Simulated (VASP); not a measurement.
Here is a VASP 6.6.1 calculation.

Contents of INCAR:

```
  PREC = Accurate
  ENCUT = 520
  EDIFF = 1E-7
  ISMEAR = 0
  SIGMA = 0.1
  LREAL = False
  LASPH = True
  NELM = 150
  ALGO = Normal
  ISIF = 2
  LWAVE = False
  LCHARG = False
  ISPIN = 2
  MAGMOM = 0 0 0 1
  LORBIT = 11
  LMAXMIX = 4
  LDIPOL = True
  IDIPOL = 3
  DIPOL = 0.5 0.5 0.338
  GGA = PE
  NBANDS = 29
```

Contents of KPOINTS:

```
regular mesh
0
Gamma
  10 10 1
```

File POSCAR:

```
Ta3H
1.0
    2.8743098520      0.0000000000      0.0000000000
   -0.9581032840      2.7099253168      0.0000000000
    0.0000000000      0.0000000000     21.5266897253
Ta H
3 1
Direct
    0.5000000000      0.5000000000      0.1858158431
    0.0000000000      0.0000000000      0.2909732295
    0.5000000000      0.5000000000      0.3960985100
    0.5000000000      0.5000000000      0.4797156394
```

Potentials or basis: VASP PAW PBE potentials, release 64 (Ta_pv, H).

Command:

```sh
$ cat potpaw_PBE.64/Ta_pv/POTCAR potpaw_PBE.64/H/POTCAR > POTCAR
$ mpirun -np 1 vasp_std > vasp.out
```

**Question.** What does it give for the net moment?

**Answer.** 0.00 μB per cell.

**Question.** What does it give for the band gap on the k mesh?

**Answer.** Zero (filled and empty bands overlap).

**Question.** Predict the largest force.

**Answer.** 0.845 eV/Å.

Forces in eV/Å, atoms in the order of the input:
```
Ta   0.000  0.000  0.120
Ta   0.000  0.000 -0.845
Ta   0.000  0.000  0.599
H    0.000  0.000  0.125
```

Caveat: spin-orbit coupling is left out, which moves the levels of the heavy elements.
